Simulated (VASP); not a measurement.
# Si32C33 (a cell with a defect) in VASP: single point with r2SCAN

Aim: the single point of Si32C33 (a cell with a defect) with r2SCAN.

All numbers are computed with VASP 6.6.1; they aren't measurements. Logs are shortened: lines on timing, memory, paths and dates and some standing lists are left out, and cuts for length are marked.

### Step 1. The cell of the first run

The cell holds a defect, 65 atoms: a = 8.714 Å, b = 8.714 Å, c = 8.714 Å, α = 90.00°, β = 90.00°, γ = 90.00°.

### Step 2. Single point, r2SCAN, collinear spin

Contents of POSCAR:

```
Si32C33
1.0
    8.7137060000      0.0000000000      0.0000000000
    0.0000000000      8.7137060000      0.0000000000
    0.0000000000      0.0000000000      8.7137060000
Si C
32 33
Direct
    0.9989440000      0.0006250000      0.9999190000
    0.0012520000      0.0029790000      0.4981820000
    0.0026170000      0.4984800000      0.0041990000
    0.0029490000      0.4983660000      0.4977310000
    0.4991460000      0.0010390000      0.0003920000
    0.5005460000      0.9983430000      0.5011420000
    0.4991240000      0.5002340000      0.0004700000
    0.4761780000      0.4905950000      0.4835110000
    0.2499410000      0.2489450000      0.9999650000
    0.2476900000      0.2459630000      0.4981180000
    0.2455820000      0.7512300000      0.0045000000
    0.2467190000      0.7511710000      0.4983500000
    0.7496190000      0.2488930000      0.9998290000
    0.7489720000      0.2503630000      0.5009160000
    0.7495050000      0.7496100000      0.0010430000
    0.7742860000      0.7589590000      0.4805600000
    0.2500150000      0.0005990000      0.2493510000
    0.2476410000      0.0032340000      0.7508580000
    0.2462310000      0.4982190000      0.2447710000
    0.2462230000      0.4986810000      0.7517680000
    0.7496590000      0.0008290000      0.2488550000
    0.7481020000      0.9986510000      0.7486760000
    0.7501770000      0.5001050000      0.2482940000
    0.7743350000      0.4900400000      0.7646580000
    0.9990660000      0.2488260000      0.2491840000
    0.0014010000      0.2459200000      0.7507280000
    0.0034850000      0.7511480000      0.2446700000
    0.0028410000      0.7509640000      0.7512820000
    0.4993690000      0.2488370000      0.2493030000
    0.5006590000      0.2504640000      0.7486500000
    0.4992690000      0.7494720000      0.2479930000
    0.4739170000      0.7599960000      0.7681500000
    0.1247780000      0.1249220000      0.1248260000
    0.1247310000      0.1247460000      0.6252120000
    0.1247140000      0.6250690000      0.1247170000
    0.1247860000      0.6249030000      0.6248540000
    0.6247250000      0.1253700000      0.1248920000
    0.6247940000      0.1248030000      0.6248050000
    0.6247750000      0.6248120000      0.1247500000
    0.5491120000      0.6252010000      0.6291520000
    0.3754130000      0.3737880000      0.1244580000
    0.3696270000      0.3713820000      0.6254870000
    0.3750670000      0.8762050000      0.1252170000
    0.3691830000      0.8789050000      0.6250120000
    0.8742970000      0.3737540000      0.1250730000
    0.8809530000      0.3704080000      0.6243550000
    0.8743100000      0.8761180000      0.1244520000
    0.8793710000      0.8779860000      0.6253970000
    0.3763350000      0.1235140000      0.3752940000
    0.3760060000      0.1263720000      0.8746250000
    0.3664030000      0.6269480000      0.3661370000
    0.3645390000      0.6228550000      0.8846280000
    0.8734670000      0.1261110000      0.3750050000
    0.8732330000      0.1234980000      0.8744630000
    0.8850650000      0.6226820000      0.3649630000
    0.8829690000      0.6275060000      0.8833260000
    0.1258740000      0.3728700000      0.3732240000
    0.1236200000      0.3729680000      0.8763500000
    0.1240850000      0.8769260000      0.3735280000
    0.1254460000      0.8770570000      0.8762590000
    0.6236380000      0.3777060000      0.3763010000
    0.6264860000      0.3777660000      0.8732450000
    0.6261340000      0.8726310000      0.3752770000
    0.6228800000      0.8729100000      0.8744180000
    0.7000040000      0.6230640000      0.6204560000
```

Contents of INCAR.step1:

```
PREC = Accurate
ENCUT = 580
ISMEAR = -1
SIGMA = 0.05
LREAL = Auto
LASPH = True
NELM = 200
ISPIN = 2
MAGMOM = 0 0 0 0 0 0 0 0.167 0 0 0 0 0 0 0 0.167 0 0 0 0 0 0 0 0.167 0 0 0 0 0 0 0 0.167 0 0 0 0 0 0 0 0.167 0 0 0 0 0 0 0 0 0 0 0 0 0 0 0 0 0 0 0 0 0 0 0 0 0.167
NELECT = 259.0
ISYM = -1
NBANDS = 172
GGA = PE
ALGO = Normal
EDIFF = 1E-5
LWAVE = True
LCHARG = False
GGA_COMPAT = False
KPAR = 1
```

Contents of INCAR.step2:

```
PREC = Accurate
ENCUT = 580
EDIFF = 1E-6
ISMEAR = -1
SIGMA = 0.05
LREAL = Auto
LASPH = True
NELM = 200
ALGO = Normal
ISIF = 2
LWAVE = False
LCHARG = False
ISPIN = 2
MAGMOM = 0 0 0 0 0 0 0 0.167 0 0 0 0 0 0 0 0.167 0 0 0 0 0 0 0 0.167 0 0 0 0 0 0 0 0.167 0 0 0 0 0 0 0 0.167 0 0 0 0 0 0 0 0 0 0 0 0 0 0 0 0 0 0 0 0 0 0 0 0 0.167
LORBIT = 11
METAGGA = R2SCAN
LMIXTAU = True
NELECT = 259.0
ISYM = -1
NBANDS = 172
ISTART = 1
GGA_COMPAT = False
KPAR = 1
```

Contents of KPOINTS:

```
explicit points
1
Reciprocal
  0.25000000   0.25000000   0.25000000 1
```

Potentials or basis: VASP PAW PBE potentials, release 64 (Si, C).

On the command line:

```
cat potpaw_PBE.64/Si/POTCAR potpaw_PBE.64/C/POTCAR > POTCAR
cp INCAR.step1 INCAR
mpirun -np 4 vasp_std > vasp.out
cp INCAR.step2 INCAR
mpirun -np 4 vasp_std > vasp.out
```

OUTCAR:

```text
PREC = Accurate
   ENCUT = 580
   EDIFF = 1E-6
   ISMEAR = -1
   LREAL = Auto
   LASPH = True
   NELM = 200
   ISIF = 2
   ISPIN = 2
   LORBIT = 11
   METAGGA = R2SCAN
   NELECT = 259.0
   ISYM = -1
   ISTART = 1

 ion  position               nearest neighbor table
   1  0.999  0.001  1.000-  47 1.88  60 1.88  54 1.88  33 1.89  27 3.05  26 3.05  11 3.06  25 3.07
                            13 3.07  18 3.07  21 3.07  28 3.07   9 3.08  15 3.08  17 3.08  22 3.09
   2  0.001  0.003  0.498-  34 1.87  59 1.88  48 1.88  53 1.88  16 2.91  10 3.02  25 3.05  26 3.05
                            12 3.06  17 3.07  18 3.08  14 3.08  21 3.09  22 3.10  28 3.11  27 3.11
   3  0.003  0.498  0.004-  35 1.86  56 1.86  45 1.88  58 1.88  24 2.88  19 2.98  27 3.04  25 3.05
                            11 3.05  20 3.06  23 3.06   9 3.06  13 3.10  15 3.11  28 3.11  26 3.12
   4  0.003  0.498  0.498-  57 1.88  55 1.89  36 1.89  46 1.89  16 3.02  19 3.06  12 3.06  24 3.06
                            10 3.06  20 3.06  25 3.07  14 3.09  23 3.09  26 3.11  27 3.12  28 3.12
   5  0.499  0.001  0.000-  43 1.88  50 1.88  37 1.88  64 1.90  32 2.92  29 3.06   9 3.06  17 3.07
                            13 3.07  21 3.07  31 3.08  22 3.09  18 3.09  30 3.09  15 3.09  11 3.10
   6  0.501  0.998  0.501-  38 1.88  44 1.89  49 1.89  63 1.90  22 3.05  30 3.08  14 3.08  10 3.08
                            12 3.09  21 3.09  31 3.09  17 3.10  29 3.10  18 3.10  32 3.13
   7  0.499  0.500  0.000-  52 1.88  41 1.88  39 1.88  62 1.90  32 3.04  31 3.06  19 3.06  23 3.07
                            15 3.08  29 3.08   9 3.08  30 3.09  20 3.09  13 3.09  11 3.11
   8  0.476  0.491  0.484-  51 1.84  40 1.84  42 1.86  61 1.87  65 2.56  19 2.89  10 2.92  29 2.94
                            12 3.03  31 3.06  20 3.08  30 3.12  23 3.15
   9  0.250  0.249  1.000-  58 1.88  50 1.88  33 1.88  41 1.89  19 3.04  18 3.05   3 3.06   5 3.06
                            17 3.07  26 3.07  20 3.07  29 3.07   1 3.08  25 3.08   7 3.08  30 3.09
  10  0.248  0.246  0.498-  34 1.87  57 1.88  49 1.88  42 1.89   8 2.92   2 3.02  17 3.04  18 3.05
                             4 3.06  25 3.07  26 3.07  29 3.08   6 3.08  30 3.10  19 3.12  20 3.12
  11  0.246  0.751  0.005-  35 1.85  52 1.85  60 1.88  43 1.89  32 2.86  27 2.97  19 3.04  17 3.05
                             3 3.05  28 3.06   1 3.06  31 3.06   5 3.10   7 3.11  20 3.11  18 3.12
  12  0.247  0.751  0.498-  59 1.88  36 1.89  51 1.89  44 1.90   8 3.03   4 3.06  28 3.06  27 3.06
                             2 3.06  17 3.07  32 3.07   6 3.09  31 3.10  18 3.11  20 3.12  19 3.12
  13  0.750  0.249  1.000-  37 1.88  54 1.88  45 1.89  62 1.90  24 2.94  21 3.06   1 3.07   5 3.07
                            25 3.07  23 3.08  29 3.08  30 3.08  26 3.09  22 3.09   7 3.09   3 3.10
  14  0.749  0.250  0.501-  38 1.88  53 1.88  46 1.89  61 1.90  30 3.06  22 3.08   2 3.08   6 3.08
                            29 3.09  21 3.09  25 3.09   4 3.09  26 3.09  23 3.10  24 3.11
  15  0.750  0.750  0.001-  39 1.88  56 1.88  47 1.89  64 1.89  23 3.06  31 3.06  27 3.07  24 3.07
                            21 3.07   7 3.08   1 3.08  22 3.09   5 3.09  28 3.10   3 3.11  32 3.15
  16  0.774  0.759  0.481-  65 1.82  55 1.83  63 1.87  48 1.87  27 2.87   2 2.91  21 2.93   4 3.02
                            23 3.04  28 3.09  31 3.14  22 3.14
  17  0.250  0.001  0.249-  43 1.88  59 1.88  33 1.88  49 1.89  10 3.04  11 3.05  27 3.06  29 3.07
[... 62 lines left out ...]
  64  0.623  0.873  0.874-  32 1.87  15 1.89  22 1.90   5 1.90
  65  0.700  0.623  0.620-  40 1.32  16 1.82  24 1.83   8 2.56

IMPORTANT INFORMATION: All symmetrisations will be switched off!
NOSYMM: (Re-)initialisation of all symmetry stuff for point group C_1.

----------------------------------------------------------------------------------------

                                     Primitive cell

  volume of cell :     661.6201

  direct lattice vectors                    reciprocal lattice vectors
     8.713706000  0.000000000  0.000000000     0.114761733  0.000000000  0.000000000
     0.000000000  8.713706000  0.000000000     0.000000000  0.114761733  0.000000000
     0.000000000  0.000000000  8.713706000     0.000000000  0.000000000  0.114761733

  length of vectors
     8.713706000  8.713706000  8.713706000     0.114761733  0.114761733  0.114761733

  position of ions in fractional coordinates (direct lattice)
     0.998944000  0.000625000  0.999919000
     0.001252000  0.002979000  0.498182000
     0.002617000  0.498480000  0.004199000
     0.002949000  0.498366000  0.497731000
     0.499146000  0.001039000  0.000392000
     0.500546000  0.998343000  0.501142000
[... 57 lines left out ...]
     0.622880000  0.872910000  0.874418000
     0.700004000  0.623064000  0.620456000
[... 117 lines left out ...]
     AMIX     =   0.40;   BMIX     =  1.00
     AMIX_MAG =   1.60;   BMIX_MAG =  1.00
  volume/ion in A,a.u.               =      10.18        68.69
  Fermi-wavevector in a.u.,A,eV,Ry     =   1.197582  2.263101 19.513505  1.434202
  Thomas-Fermi vector in A             =   2.333493
   LORBIT       =     11    0 simple, 1 ext, 2 COOP (PROOUT), +10 PAW based schemes
   METAGGA = R2SCAN    functional components
   LHFCALC =     F    Hartree Fock is set to
   AEXX    =    0.0000 exact exchange contribution
   IVDW    =     0    specifies the selected vdW correction
   LEPSILON=     F    determine dielectric tensor
   LRPA    =     F    only Hartree local field effects (RPA)
 spin polarized calculation
  energy-cutoff  :      580.00
  volume of cell :      661.62
 maximum number of plane-waves:     20993
 NGX is ok and might be reduce to    70
   NGX = 35   NGY = 35   NGZ = 35

 number of electron     258.9999985 magnetization       0.9999997

 Free energy of the ion-electron system (eV)
  ---------------------------------------------------
  ext. energy  EPLUGINS =         0.00000000
  ---------------------------------------------------
  free energy    TOTEN  =      -631.39691329 eV

  energy without entropy =     -631.39584899  energy(sigma->0) =     -631.39638114

 E-fermi :   9.5728     XC(G=0): -11.9718

 val. band max:        9.2445378933   @ k =   0.2500   0.2500   0.2500
 cond. band min:       9.9010594723   @ k =   0.2500   0.2500   0.2500
 fundamental gap:      0.6565215790
 Fermi energy:         9.5727961314

 spin component 1

 k-point     1 :       0.2500    0.2500    0.2500
  band No.  band energies     occupation
      1      -8.8222      1.00000
      2      -7.6771      1.00000
      3      -7.0596      1.00000
      4      -7.0469      1.00000
      5      -6.6846      1.00000
      6      -6.2699      1.00000
[... 133 lines left out ...]
    140      12.7688      0.00000
    141      12.8785      0.00000
 Fermi energy:         9.5727961314

 spin component 2

 k-point     1 :       0.2500    0.2500    0.2500
  band No.  band energies     occupation
      1      -8.4147      1.00000
      2      -7.6149      1.00000
      3      -7.0477      1.00000
      4      -7.0375      1.00000
      5      -6.6439      1.00000
      6      -6.2586      1.00000
[... 133 lines left out ...]
    140      12.7901      0.00000
    141      12.8840      0.00000
 [bands above 141 left out]

------------------------ aborting loop because EDIFF is reached ----------------------------------------

  FORCE on cell =-STRESS in cart. coord.  units (eV):
  Direction    XX          YY          ZZ          XY          YZ          ZX
  --------------------------------------------------------------------------------------
  -------------------------------------------------------------------------------------
  Total       11.1974036     -4.3865066      5.2045593     -6.1155799     -4.0219362     -6.4733393
  in kB       27.1155993    -10.6223512     12.6033454    -14.8094702     -9.7395088    -15.6758192
  external PRESSURE =       9.6988645 kB  Pullay stress =       0.0000000 kB

 VOLUME and BASIS-vectors are now :
 -----------------------------------------------------------------------------
  energy-cutoff  :      580.00
  volume of cell :      661.62
      direct lattice vectors                 reciprocal lattice vectors
     8.713706000  0.000000000  0.000000000     0.114761733  0.000000000  0.000000000
     0.000000000  8.713706000  0.000000000     0.000000000  0.114761733  0.000000000
     0.000000000  0.000000000  8.713706000     0.000000000  0.000000000  0.114761733

 POSITION                                       TOTAL-FORCE (eV/Angst)
 -----------------------------------------------------------------------------------
      8.70450      0.00545      8.71300        -0.009298     -0.004765     -0.004034
      0.01091      0.02596      4.34101         0.006282      0.012948      0.071771
      0.02280      4.34361      0.03659        -0.007337      0.086482     -0.007369
      0.02570      4.34261      4.33708         0.035336     -0.012897     -0.004783
      4.34941      0.00905      0.00342         0.004770      0.026344      0.032132
      4.36161      8.69927      4.36680        -0.018452      0.016630      0.024741
[... 57 lines left out ...]
      5.42759      7.60628      7.61942        -0.055277     -0.006335      0.012863
      6.09963      5.42920      5.40647        -0.027049      0.011969      0.068084
 -----------------------------------------------------------------------------------
    total drift:                                0.008166     -0.017233     -0.018199

  FREE ENERGIE OF THE ION-ELECTRON SYSTEM (eV)
  ---------------------------------------------------
  free  energy   TOTEN  =      -631.3969132892 eV

  energy  without entropy=     -631.3958489901  energy(sigma->0) =     -631.39638114

 total charge

# of ion       s       p       d       tot
------------------------------------------
    1        0.701   0.982   0.000   1.683
    2        0.703   0.983   0.000   1.686
    3        0.703   0.995   0.000   1.698
    4        0.701   0.973   0.000   1.674
    5        0.700   0.977   0.000   1.677
    6        0.698   0.970   0.000   1.669
[... 57 lines left out ...]
   64        0.847   1.703   0.000   2.550
   65        0.935   1.721   0.000   2.656
--------------------------------------------------
tot         50.724  88.242   0.000 138.966

 magnetization (x)

# of ion       s       p       d       tot
------------------------------------------
    1       -0.000   0.000   0.000   0.000
    2        0.000  -0.001   0.000  -0.001
    3        0.001   0.004   0.000   0.004
    4        0.000   0.000   0.000   0.000
    5       -0.000  -0.000   0.000  -0.000
    6       -0.000   0.000   0.000   0.000
[... 57 lines left out ...]
   64       -0.000  -0.001   0.000  -0.001
   65        0.012   0.142   0.000   0.154
--------------------------------------------------
tot          0.076   0.481   0.000   0.557
```

Run time: 8.8 min. Hardware: 4 MPI ranks of AMD EPYC 7R13 (Zen 3), shared host; peak memory 0.44 GiB.

What came out:

| Quantity | Value |
| --- | --- |
| Free energy | -631.3969 eV |
| Largest force | 0.289 eV/Å |
| Net moment | 1.00 μB per cell |
| Site moments | Si +0.00, -0.00, +0.01, +0.02 (each value once); C -0.00, -0.01, +0.01, +0.00, +0.26, +0.03, +0.02, +0.15 (each value once) μB |
| Valence electrons inside the program's atomic spheres | Si 1.68, 1.69, 1.70, 1.67, 1.72, 1.71, 1.73 (each value once); C 2.57, 2.59, 2.62, 2.56, 2.67, 2.60, 2.54, 2.55, 2.66 (each value once) |

Forces in eV/Å, atoms in the order of the input:
```
Si  -0.009 -0.005 -0.004
Si   0.006  0.013  0.072
Si  -0.007  0.086 -0.007
Si   0.035 -0.013 -0.005
Si   0.005  0.026  0.032
Si  -0.018  0.017  0.025
Si  -0.018  0.017  0.023
Si   0.006  0.163  0.169
Si   0.011  0.008 -0.002
Si   0.012  0.019  0.075
Si   0.008 -0.076  0.008
Si  -0.005 -0.004 -0.018
Si   0.004 -0.009  0.030
Si   0.014 -0.010  0.022
Si   0.028 -0.023  0.006
Si  -0.053 -0.181  0.189
Si   0.018 -0.004  0.004
Si  -0.002  0.008 -0.065
Si   0.027  0.093  0.021
Si  -0.015 -0.019 -0.004
Si   0.001  0.028 -0.027
Si   0.024  0.019 -0.024
Si   0.020  0.013 -0.024
Si  -0.030  0.165 -0.144
Si  -0.004  0.012  0.001
Si   0.009  0.007 -0.051
Si  -0.001 -0.074 -0.002
Si   0.002  0.006  0.017
Si   0.006 -0.012 -0.024
Si  -0.025  0.005 -0.028
Si  -0.028 -0.021  0.004
Si   0.063 -0.190 -0.209
C   -0.004 -0.004  0.001
C   -0.009 -0.010 -0.014
C   -0.006 -0.014  0.000
C   -0.003 -0.001  0.000
C   -0.004 -0.007 -0.003
C   -0.001 -0.007  0.001
C   -0.002  0.004 -0.001
C    0.054  0.034 -0.054
C   -0.010 -0.009 -0.005
C   -0.020 -0.027 -0.092
C   -0.011  0.007 -0.002
C   -0.020  0.028  0.080
C    0.001 -0.010  0.000
C    0.003 -0.015  0.053
C    0.006  0.006 -0.003
C    0.008  0.014 -0.072
C   -0.017  0.002 -0.020
C   -0.011 -0.009  0.015
C    0.013 -0.119  0.014
C    0.026  0.112  0.003
C    0.009 -0.010 -0.013
C    0.010 -0.001  0.013
C   -0.035  0.099 -0.003
C    0.000 -0.112 -0.017
C   -0.017 -0.006 -0.008
C    0.009 -0.005  0.004
C    0.005  0.000 -0.011
C   -0.013  0.001  0.007
C   -0.032  0.000 -0.010
C    0.030 -0.004  0.007
C    0.042 -0.007 -0.010
C   -0.055 -0.006  0.013
C   -0.027  0.012  0.068
```

Caveat: the cell carries a net charge on a neutralising background, which shifts energy and pressure; the cell is charged against a uniform background, so pressure and absolute levels hang on convention; the PAW data sets were made with another functional, which shifts forces and pressure a little.
